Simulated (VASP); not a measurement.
The system is SiNi.

```
Ni Si
1.0
     4.50369    0.00000    0.00000
     0.00000    4.50369    0.00000
     0.00000    0.00000    4.50369
Ni Si
4 4
Direct
  0.14950 0.14950 0.14950
  0.64950 0.35050 0.85050
  0.85050 0.64950 0.35050
  0.35050 0.85050 0.64950
  0.84683 0.84683 0.84683
  0.34683 0.65317 0.15317
  0.15317 0.34683 0.65317
  0.65317 0.15317 0.34683
```

| Item | Value |
| --- | --- |
| Program | VASP 6.6.1 |
| Task | relaxation of cell and atoms |
| Functional | PBEsol |
| Potentials or basis | VASP PAW PBE potentials, release 64 (Ni, Si) |
| Cutoff | 600 eV |
| k mesh | 6 × 6 × 6 |
| Occupations | fermi-dirac, width 0.05 eV |
| Spin | collinear spin, ferromagnetic start |
| Starting moments | [1.0, 1.0, 1.0, 1.0, 0.0, 0.0, 0.0, 0.0] μB |

At the start: pressure -4.5 GPa; volume 11.42 Å³/atom.

Question: How do energy, volume and symmetry change on relaxing?

Answer: Over 8 steps the energy falls by 3.8 meV/atom and the volume is 11.15 Å³/atom (-2.4 %); space group P2_13 (No. 198, to 0.1 Å) before and after; moment 0.00 μB per cell.

Step by step:
| step | energy change (eV) | largest force (eV/Å) | pressure (GPa) | volume (Å³) |
| --- | --- | --- | --- | --- |
| 1 | 0.0000 | 0.0388 | -4.51 | 91.35 |
| 2 | 0.0007 | 0.0046 | 4.93 | 87.17 |
| 3 | -0.0304 | 0.0197 | 0.04 | 89.24 |
| 4 | -0.0304 | 0.0202 | -0.07 | 89.28 |
| 5 | -0.0305 | 0.0167 | 0.03 | 89.28 |
| 6 | -0.0306 | 0.0103 | -0.08 | 89.29 |
| 7 | -0.0306 | 0.0071 | -0.18 | 89.29 |
| 8 | -0.0306 | 0.0093 | 0.14 | 89.19 |

Final structure:
```cif
data_structure
_symmetry_space_group_name_H-M 'P 1'
_symmetry_Int_Tables_number 1
_cell_length_a 4.4679
_cell_length_b 4.4679
_cell_length_c 4.4679
_cell_angle_alpha 90.000
_cell_angle_beta 90.000
_cell_angle_gamma 90.000
_cell_volume 89.19
loop_
_atom_site_label
_atom_site_type_symbol
_atom_site_fract_x
_atom_site_fract_y
_atom_site_fract_z
_atom_site_occupancy
Ni1 Ni 0.14894 0.14894 0.14894 1
Ni2 Ni 0.64894 0.35106 0.85106 1
Ni3 Ni 0.85106 0.64894 0.35106 1
Ni4 Ni 0.35106 0.85106 0.64894 1
Si1 Si 0.84638 0.84638 0.84638 1
Si2 Si 0.34638 0.65362 0.15362 1
Si3 Si 0.15362 0.34638 0.65362 1
Si4 Si 0.65362 0.15362 0.34638 1
```

Caveat: the PAW data sets were made with another functional, which shifts forces and pressure a little.
